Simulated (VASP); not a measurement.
# SrMg (Pm-3m) in VASP: notebook

Runs on SrMg. Level: LDA. Tasks: single point.

All numbers are computed with VASP 6.6.1; they aren't measurements. Logs are shortened: lines on timing, memory, paths and dates and some standing lists are left out, and cuts for length are marked.

## 1. The cell of the first run

Symmetry: Pm-3m, No. 221, cubic system. The conventional cell has a = 3.783 Å, b = 3.783 Å, c = 3.783 Å, α = 90.00°, β = 90.00°, γ = 90.00°. Sr (site symmetry m-3m) has 8 Mg at 3.28 Å and 6 Sr at 3.78 Å within 4.3 Å. Mg (site symmetry m-3m) has 8 Sr at 3.28 Å and 6 Mg at 3.78 Å within 4.3 Å.

## 2. Single point, LDA (strain -0.030 along x and y, -0.030 along z)

Contents of INCAR:

```
SYSTEM = SrMg
  PREC = Accurate
  ENCUT = 520
  EDIFF = 1E-6
  ISMEAR = 0
  SIGMA = 0.15
  LREAL = .FALSE.
  LASPH = .TRUE.
  NELM = 60
  ALGO = Normal
  ISIF = 2
  LWAVE = .FALSE.
  LCHARG = .FALSE.
  GGA = CA
  NBANDS = 13
```

Contents of KPOINTS:

```
regular mesh
0
G
  12 12 12
  0 0 0
```

Contents of POSCAR:

```
SrMg
1.0
    3.7830000000      0.0000000000      0.0000000000
    0.0000000000      3.7830000000      0.0000000000
    0.0000000000      0.0000000000      3.7830000000
Sr Mg
1 1
Direct
    0.5000000000      0.5000000000      0.5000000000
    0.0000000000      0.0000000000      0.0000000000
```

Potentials or basis: VASP PAW LDA potentials, release 64 (Sr_sv, Mg).

On the command line:

```bash
$ cat potpaw_LDA.64/Sr_sv/POTCAR potpaw_LDA.64/Mg/POTCAR > POTCAR
$ mpirun -np 1 vasp_std > vasp.out
```

OUTCAR:

```text
SYSTEM = SrMg
   PREC = Accurate
   ENCUT = 520
   EDIFF = 1E-6
   ISMEAR = 0
   LREAL = .FALSE.
   LASPH = .TRUE.
   NELM = 60
   ISIF = 2
   GGA = CA

 ion  position               nearest neighbor table
   1  0.500  0.500  0.500-   2 3.28   2 3.28   2 3.28   2 3.28   2 3.28   2 3.28   2 3.28   2 3.28

   2  0.000  0.000  0.000-   1 3.28   1 3.28   1 3.28   1 3.28   1 3.28   1 3.28   1 3.28   1 3.28

  LATTYP: Found a simple cubic cell.
 ALAT       =     3.7830000000

  Lattice vectors:

 A1 = (   3.7830000000,   0.0000000000,   0.0000000000)
 A2 = (   0.0000000000,   3.7830000000,   0.0000000000)
 A3 = (   0.0000000000,   0.0000000000,   3.7830000000)

Analysis of symmetry for initial positions (statically):
=====================================================================
 Subroutine PRICEL returns:
 Original cell was already a primitive cell.

 Routine SETGRP: Setting up the symmetry group for a
 simple cubic supercell.

 Subroutine GETGRP returns: Found 48 space group operations
 (whereof 48 operations were pure point group operations)
 out of a pool of 48 trial point group operations.

The static configuration has the point symmetry O_h .

Analysis of symmetry for dynamics (positions and initial velocities):
=====================================================================
 Subroutine PRICEL returns:
 Original cell was already a primitive cell.

 Routine SETGRP: Setting up the symmetry group for a
 simple cubic supercell.

 Subroutine GETGRP returns: Found 48 space group operations
 (whereof 48 operations were pure point group operations)
 out of a pool of 48 trial point group operations.

The dynamic configuration has the point symmetry O_h .

 Subroutine INISYM returns: Found 48 space group operations
 (whereof 48 operations are pure point group operations),
 and found     1 'primitive' translations

----------------------------------------------------------------------------------------

                                     Primitive cell

  volume of cell :      54.1388

  direct lattice vectors                    reciprocal lattice vectors
     3.783000000  0.000000000  0.000000000     0.264340471  0.000000000  0.000000000
     0.000000000  3.783000000  0.000000000     0.000000000  0.264340471  0.000000000
     0.000000000  0.000000000  3.783000000     0.000000000  0.000000000  0.264340471

  length of vectors
     3.783000000  3.783000000  3.783000000     0.264340471  0.264340471  0.264340471

  position of ions in fractional coordinates (direct lattice)
     0.500000000  0.500000000  0.500000000
     0.000000000  0.000000000  0.000000000

  ion indices of the primitive-cell ions
   primitive index   ion index
                 1           1
                 2           2

----------------------------------------------------------------------------------------

 KPOINTS: regular mesh

Automatic generation of k-mesh.
 Grid dimensions read from file:
 generate k-points for:   12   12   12

 Generating k-lattice:

  Cartesian coordinates                     Fractional coordinates (reciprocal lattice)
     0.022028373  0.000000000  0.000000000     0.083333333  0.000000000  0.000000000
     0.000000000  0.022028373  0.000000000     0.000000000  0.083333333  0.000000000
     0.000000000  0.000000000  0.022028373     0.000000000  0.000000000  0.083333333

  Length of vectors
     0.022028373  0.022028373  0.022028373

  Shift w.r.t. Gamma in fractional coordinates (k-lattice)
     0.000000000  0.000000000  0.000000000

 Subroutine IBZKPT returns following result:
 ===========================================

 Found     84 irreducible k-points:

 Following reciprocal coordinates:
            Coordinates               Weight
  0.000000  0.000000  0.000000      1.000000
  0.083333  0.000000  0.000000      6.000000
  0.166667  0.000000  0.000000      6.000000
  0.250000  0.000000  0.000000      6.000000
  0.333333  0.000000  0.000000      6.000000
  0.416667  0.000000  0.000000      6.000000
[... 16 lines left out ...]
  0.333333  0.333333  0.000000     12.000000
  0.416667  0.333333  0.000000     24.000000
 [... further k-points ...]
   k-points           NKPTS =     84   k-points in BZ     NKDIM =     84   number of bands    NBANDS=     13
   number of dos      NEDOS =    301   number of ions     NIONS =      2
   total plane-waves  NPLWV =  21952
   dimension x,y,z NGX =    28 NGY =   28 NGZ =   28
   dimension x,y,z NGXF=    56 NGYF=   56 NGZF=   56
   ions per type =               1   1
   NGX,Y,Z   is equivalent  to a cutoff of  12.30, 12.30, 12.30 a.u.
   NGXF,Y,Z  is equivalent  to a cutoff of  24.61, 24.61, 24.61 a.u.
 SYSTEM =  SrMg
   PREC   = accura    normal or accurate (medium, high low for compatibility)
   ISTART =      0    job   : 0-new  1-cont  2-samecut
   ICHARG =      2    charge: 1-file 2-atom 10-const
   ISPIN  =      1    spin polarized calculation?
   LNONCOLLINEAR =      F non collinear calculations
   LSORBIT =      F    spin-orbit coupling
   LASPH  =      T    aspherical Exc in radial PAW
   ENCUT  =  520.0 eV  38.22 Ry    6.18 a.u.   7.03  7.03  7.03*2*pi/ulx,y,z
   NELM   =     60;   NELMIN=  2; NELMDL= -5     # of ELM steps
   EDIFF  = 0.1E-05   stopping-criterion for ELM
   LREAL  =      F    real-space projection
   EDIFFG = 0.1E-04   stopping-criterion for IOM
   NSW    =      0    number of steps for IOM
   IBRION =     -1    ionic relax: 0-MD 1-quasi-New 2-CG
   NFREE  =      0    steps in history (QN), initial steepest desc. (CG)
   ISIF   =      2    stress and relaxation
   ISYM   =      2    0-nonsym 1-usesym 2-fastsym
   POTIM  = 0.5000    time-step for ionic-motion
   TEBEG  =    0.0;   TEEND  =   0.0 temperature during run
   PSTRESS=    0.0 pullay stress
   NELECT =      12.0000    total number of electrons
   NUPDOWN=      -1.0000    fix difference up-down
   EMIN   =  10.00;   EMAX   =-10.00  energy-range for DOS
   EFERMI =   0.00;   METHOD = LEGACY
   ISMEAR =     0;   SIGMA  =   0.15  broadening in eV -4-tet -1-fermi 0-gaus
   EFERMI_NEDOS =   21; number of points for ismear=-14 and -15
   IALGO  =     38    algorithm
   IMIX   =      4    mixing-type and parameters
     AMIX     =   0.40;   BMIX     =  1.00
     AMIX_MAG =   1.60;   BMIX_MAG =  1.00
  volume/ion in A,a.u.               =      27.07       182.67
  Fermi-wavevector in a.u.,A,eV,Ry     =   0.990753  1.872252 13.355374  0.981592
  Thomas-Fermi vector in A             =   2.122446
   LORBIT       =      0    0 simple, 1 ext, 2 COOP (PROOUT), +10 PAW based schemes
   GGA     = CA    functional components
   LHFCALC =     F    Hartree Fock is set to
   AEXX    =    0.0000 exact exchange contribution
   IVDW    =     0    specifies the selected vdW correction
   LEPSILON=     F    determine dielectric tensor
   LRPA    =     F    only Hartree local field effects (RPA)
 non-spin polarized calculation
 Gauss-broadening in eV      SIGMA  =   0.15
  energy-cutoff  :      520.00
  volume of cell :       54.14
 maximum number of plane-waves:      1478
   NGX = 15   NGY = 15   NGZ = 15

 number of electron      11.9999999 magnetization

 Free energy of the ion-electron system (eV)
  ---------------------------------------------------
  ext. energy  EPLUGINS =         0.00000000
  ---------------------------------------------------
  free energy    TOTEN  =        -3.68408346 eV

  energy without entropy =       -3.66968533  energy(sigma->0) =       -3.67688440

 E-fermi :   3.0405     XC(G=0):  -9.1851

 val. band max:        3.0177572323   @ k =   0.3333   0.3333   0.2500
 cond. band min:       3.0405722581   @ k =   0.2500   0.2500   0.0000
 fundamental gap:      0.0228150258
 Fermi energy:         3.0404567347

 k-point     1 :       0.0000    0.0000    0.0000
  band No.  band energies     occupation
      1     -32.1854      2.00000
      2     -14.2233      2.00000
      3     -14.2233      2.00000
      4     -14.2233      2.00000
      5      -2.4003      2.00000
      6       3.5339      0.00000
      7       3.5339      0.00000
      8       7.9198      0.00000
      9       7.9198      0.00000
     10       7.9198      0.00000
     11       8.4204      0.00000
     12       8.4204      0.00000
     13       8.4204      0.00000

 k-point     2 :       0.0833    0.0000    0.0000
  band No.  band energies     occupation
      1     -32.1836      2.00000
      2     -14.2526      2.00000
      3     -14.2207      2.00000
      4     -14.2207      2.00000
      5      -2.3024      2.00000
      6       3.5054      0.00001
      7       3.5869      0.00000
      8       7.4229      0.00000
      9       7.4229      0.00000
     10       7.7416      0.00000
     11       8.4493      0.00000
     12       8.9261      0.00000
     13       8.9261      0.00000

 k-point     3 :       0.1667    0.0000    0.0000
  band No.  band energies     occupation
      1     -32.1787      2.00000
      2     -14.3317      2.00000
      3     -14.2137      2.00000
      4     -14.2137      2.00000
      5      -2.0173      2.00000
      6       3.3340      0.00564
      7       3.7414      0.00000
      8       6.7937      0.00000
      9       6.7937      0.00000
     10       7.5238      0.00000
     11       8.5304      0.00000
     12       9.5922      0.00000
     13       9.5922      0.00000

 k-point     4 :       0.2500    0.0000    0.0000
  band No.  band energies     occupation
      1     -32.1720      2.00000
      2     -14.4370      2.00000
      3     -14.2040      2.00000
      4     -14.2040      2.00000
      5      -1.5671      2.00000
      6       2.8777      1.87519
      7       3.9807      0.00000
      8       6.2495      0.00000
      9       6.2495      0.00000
     10       7.7072      0.00000
     11       8.6476      0.00000
     12      10.2288      0.00000
     13      10.2288      0.00000

 k-point     5 :       0.3333    0.0000    0.0000
  band No.  band energies     occupation
      1     -32.1653      2.00000
      2     -14.5393      2.00000
      3     -14.1944      2.00000
      4     -14.1944      2.00000
      5      -0.9788      2.00000
      6       2.1651      2.00000
      7       4.2672      0.00000
      8       5.8352      0.00000
      9       5.8352      0.00000
     10       8.3803      0.00000
     11       8.7731      0.00000
     12       9.4153      0.00000
     13      10.8146      0.00000
[... 257 lines left out ...]
 k-point    22 :       0.5000    0.2500    0.0000
  band No.  band energies     occupation
      1     -32.1458      2.00000
      2     -14.6035      2.00000
      3     -14.3807      2.00000
      4     -14.1660      2.00000
      5       0.5160      2.00000
      6       1.4161      2.00000
      7       4.1234      0.00000
      8       4.8519      0.00000
      9       5.8697      0.00000
     10       7.2724      0.00000
     11       9.5207      0.00000
     12      10.3472      0.00000
     13      10.8082      0.00000

 k-point    23 :       0.3333    0.3333    0.0000
  band No.  band energies     occupation
      1     -32.1459      2.00000
      2     -14.4988      2.00000
      3     -14.4839      2.00000
      4     -14.1661      2.00000
      5       0.0127      2.00000
      6       2.4234      2.00000
      7       3.4786      0.00004
      8       5.1172      0.00000
      9       6.2432      0.00000
     10       6.7979      0.00000
     11       9.1347      0.00000
     12       9.2607      0.00000
     13      11.6568      0.00000

 k-point    24 :       0.4167    0.3333    0.0000
  band No.  band energies     occupation
      1     -32.1411      2.00000
      2     -14.5607      2.00000
      3     -14.4793      2.00000
      4     -14.1592      2.00000
      5       0.3507      2.00000
      6       2.1743      2.00000
      7       3.6030      0.00000
      8       4.8244      0.00000
      9       6.1701      0.00000
     10       6.7614      0.00000
     11       9.4323      0.00000
     12       9.7809      0.00000
     13      11.1942      0.00000

 [... further k-points ...]

------------------------ aborting loop because EDIFF is reached ----------------------------------------

  FORCE on cell =-STRESS in cart. coord.  units (eV):
  Direction    XX          YY          ZZ          XY          YZ          ZX
  --------------------------------------------------------------------------------------
  -------------------------------------------------------------------------------------
  Total        2.3876799      2.3876799      2.3876799      0.0000000      0.0000000      0.0000000
  in kB       70.6606557     70.6606557     70.6606557      0.0000000      0.0000000      0.0000000
  external PRESSURE =      70.6606557 kB  Pullay stress =       0.0000000 kB

 VOLUME and BASIS-vectors are now :
 -----------------------------------------------------------------------------
  energy-cutoff  :      520.00
  volume of cell :       54.14
      direct lattice vectors                 reciprocal lattice vectors
     3.783000000  0.000000000  0.000000000     0.264340471  0.000000000  0.000000000
     0.000000000  3.783000000  0.000000000     0.000000000  0.264340471  0.000000000
     0.000000000  0.000000000  3.783000000     0.000000000  0.000000000  0.264340471

 POSITION                                       TOTAL-FORCE (eV/Angst)
 -----------------------------------------------------------------------------------
      1.89150      1.89150      1.89150         0.000000      0.000000      0.000000
      0.00000      0.00000      0.00000         0.000000      0.000000      0.000000
 -----------------------------------------------------------------------------------
    total drift:                                0.000000      0.000000      0.000000

  FREE ENERGIE OF THE ION-ELECTRON SYSTEM (eV)
  ---------------------------------------------------
  free  energy   TOTEN  =        -3.6840834607 eV

  energy  without entropy=       -3.6696853310  energy(sigma->0) =       -3.67688440
```

It took 14 s on 1 thread of AMD EPYC 9R45 (Zen 5), shared host; peak memory 0.16 GiB.

Results:

```
Free energy            : -3.6841 eV
Pressure               : 7.1 GPa
Band gap on the k mesh : zero (bands 6 and 7 overlap by 1.57 eV)
```

Levels at points of the mesh, in eV from the Fermi level:
```
           k point  band 2  band 3  band 4  band 5  band 6  band 7  band 8  band 9  band 10  band 11
(0.00, 0.00, 0.00)  -17.26  -17.26  -17.26   -5.44    0.49    0.49    4.88    4.88     4.88     5.38
(0.50, 0.00, 0.00)  -17.68  -17.23  -17.23   -2.54   -2.53    1.59    2.45    2.45     5.50     5.87
(0.50, 0.50, 0.00)  -17.61  -17.61  -17.19   -2.56    0.40    0.40    0.40    3.36     3.36     7.22
(0.50, 0.50, 0.50)  -17.55  -17.55  -17.55   -0.98   -0.98   -0.98    1.47    4.35     4.35     4.35
```

Caveat: the cell differs from its parent crystal (strain -0.030 along x and y, -0.030 along z); the cell stands under pressure.

## 3. Single point, LDA (strain -0.015 along x and y, -0.015 along z)

Contents of INCAR:

```
ALGO = Fast
EDIFF = 1E-6
ENCUT = 520
ISIF = 2
ISMEAR = 0
LASPH = True
LCHARG = False
LREAL = False
LWAVE = False
NBANDS = 13
NELM = 80
PREC = Accurate
SIGMA = 0.15
```

Contents of KPOINTS:

```
k-points
0
Gamma
  12 12 12
```

Contents of POSCAR:

```
SrMg
1.0
    3.8415000000      0.0000000000      0.0000000000
    0.0000000000      3.8415000000      0.0000000000
    0.0000000000      0.0000000000      3.8415000000
Sr Mg
1 1
Direct
    0.5000000000      0.5000000000      0.5000000000
    0.0000000000      0.0000000000      0.0000000000
```

Potentials or basis: VASP PAW LDA potentials, release 64 (Sr_sv, Mg).

On the command line:

```bash
$ cat potpaw_LDA.64/Sr_sv/POTCAR potpaw_LDA.64/Mg/POTCAR > POTCAR
$ mpirun -np 1 vasp_std > vasp.out
```

Wall time 27 s (1 thread of AMD EPYC 9R45 (Zen 5), shared host); peak memory 0.17 GiB.

The run converged. Its results:

| Quantity | Value |
| --- | --- |
| Free energy | -3.7799 eV |
| Pressure | 5.0 GPa |
| Band gap on the k mesh | zero (bands 6 and 7 overlap by 1.50 eV) |

Levels at points of the mesh, in eV from the Fermi level:
```tsv
k point	band 4	band 5	band 6	band 7	band 8	band 9
(0.00, 0.00, 0.00)	-17.35	-5.35	0.56	0.56	4.66	4.66
(0.50, 0.00, 0.00)	-17.32	-2.58	-2.50	1.61	2.40	2.40
(0.50, 0.50, 0.00)	-17.28	-2.49	0.31	0.31	0.38	3.31
(0.50, 0.50, 0.50)	-17.60	-0.90	-0.90	-0.90	1.30	4.13
```

Caveat: the cell differs from its parent crystal (strain -0.015 along x and y, -0.015 along z); the cell stands under pressure.

The gap in the log of VASP goes by the Fermi energy; the results here count the filled bands.